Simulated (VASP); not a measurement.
Wanted: the native input for a VASP 6.6.1 run.

```yaml
Task: relaxation of cell and atoms
Functional: PBE
Potentials_or_basis: VASP PAW PBE potentials, release 64 (Zr_sv, Nb_sv, Te)
Cutoff: 600 eV
k_mesh: 4 × 4 × 4
Occupations: gaussian, width 0.1 eV
Spin: no spin polarisation
Dipole_correction: no
Further_INCAR_settings: ALGO = Fast; EDIFF = 1e-06; IBRION = 2; EDIFFG = -0.04; NSW = 90; ISIF = 3
```

The structure of Zr3NbTe2 lies in POSCAR:

```
Zr3NbTe2
1.0
    4.3443359000      0.0000000000      0.0000000000
    0.0000000000      4.3443359000      0.0000000000
    0.0000000000      0.0000000000      7.0344506200
Zr Nb Te
3 1 2
Direct
    0.0000000000      0.0000000000      0.6912370800
    0.0000000000      0.0000000000      0.3087629200
    0.5000000000      0.5000000000      0.5000000000
    0.0000000000      0.0000000000      0.0000000000
    0.0000000000      0.5000000000      0.0000000000
    0.5000000000      0.0000000000      0.0000000000
```

The cell was generated, and may not be a known phase.

These files were run (other wordings do the same):

INCAR

```
SYSTEM = Zr3NbTe2
PREC = Accurate ; ENCUT = 600
EDIFF = 1E-6 ; ISMEAR = 0
SIGMA = 0.1 ; LREAL = .False.
LASPH = .True. ; NELM = 80
ALGO = Fast ; ISIF = 3
LWAVE = .False. ; LCHARG = .False.
GGA = PE ; IBRION = 2
NSW = 90 ; EDIFFG = -0.04
```

KPOINTS

```
Automatic mesh
0
Gamma
  4 4 4
  0 0 0
```

Potentials or basis: VASP PAW PBE potentials, release 64 (Zr_sv, Nb_sv, Te).

Command:

```console
$ cat potpaw_PBE.64/Zr_sv/POTCAR potpaw_PBE.64/Nb_sv/POTCAR potpaw_PBE.64/Te/POTCAR > POTCAR
$ mpirun -np 1 vasp_std > vasp.out
```

Results of the run:

The relaxed volume is 34.39 Å³/atom and the relaxed cell is a = 5.151 Å, b = 5.151 Å, c = 7.777 Å, α = 90.00°, β = 90.00°, γ = 90.00°. The space group after relaxing (to 0.1 Å) is P4/mmm (No. 123) and the pressure after relaxing is 0.0 GPa. The largest force after relaxing is 0.032 eV/Å. The band gap on the k mesh is zero (an odd number of electrons rules out a gap without spin polarisation).

Caveat: the k points lie up to 0.30 Å⁻¹ apart in the final cell, too coarse for converged energies and pressures of a metal; the volume moved by over 15 % at a fixed basis, so the end points are rough; spin-orbit coupling is left out, which moves the levels of the heavy elements.

Run time: 34 min on 1 thread of AMD EPYC 9R45 96-Core Processor (Zen 5) (shared host), peak memory 0.31 GiB.
